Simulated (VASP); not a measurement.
Wanted: the native input for a VASP 6.6.1 run.

```
Task                   : single point
Functional             : LDA
Potentials or basis    : VASP PAW LDA potentials, release 64 (Ta_sv_GW, N)
Cutoff                 : 700 eV
k mesh                 : 5 × 5 × 7
Occupations            : fermi-dirac, width 0.05 eV
Spin                   : no spin polarisation
Dipole correction      : no
Further INCAR settings : ALGO = Normal; EDIFF = 1e-06; NBANDS = 36
```

The structure of TaN lies in POSCAR:

```
TaN
1.0
    5.0112762658      0.0000000000      0.0000000000
   -2.5056381329      4.3398925515      0.0000000000
    0.0000000000      0.0000000000      2.8174110003
Ta N
3 3
Direct
    0.3333333333      0.6666666667      0.5000000000
    0.6666666667      0.3333333333      0.5000000000
    0.0000000000      0.0000000000      0.0000000000
    0.3965388564      0.0000000000      0.0000000000
    0.6034611436      0.6034611436      0.0000000000
    0.0000000000      0.3965388564      0.0000000000
```

These files were run (other wordings do the same):

INCAR

```
SYSTEM = TaN
PREC = Accurate ; ENCUT = 700
EDIFF = 1E-6 ; ISMEAR = -1
SIGMA = 0.05 ; LREAL = .False.
LASPH = .True. ; NELM = 120
ALGO = Normal ; ISIF = 2
LWAVE = .False. ; LCHARG = .False.
GGA = CA ; NBANDS = 36
GGA_COMPAT = .False.
```

KPOINTS

```
regular mesh
0
Gamma
  5 5 7
  0 0 0
```

Potentials or basis: VASP PAW LDA potentials, release 64 (Ta_sv_GW, N).

The run is started by

```bash
$ cat potpaw_LDA.64/Ta_sv_GW/POTCAR potpaw_LDA.64/N/POTCAR > POTCAR
$ mpirun -np 1 vasp_std > vasp.out
```

Results of the run:

```json
{
 "Pressure": "31.6 GPa",
 "Largest force": "0.021 eV/Å",
 "Band gap on the k mesh": "zero (bands 27 and 28 overlap by 2.81 eV)"
}
```

Caveat: the cell stands under pressure; spin-orbit coupling is left out, which moves the levels of the heavy elements.

It took 81 s on 1 thread of Intel(R) Xeon(R) Platinum 8259CL CPU @ 2.50GHz (Skylake/Cascade Lake) (shared host), peak memory 0.22 GiB.
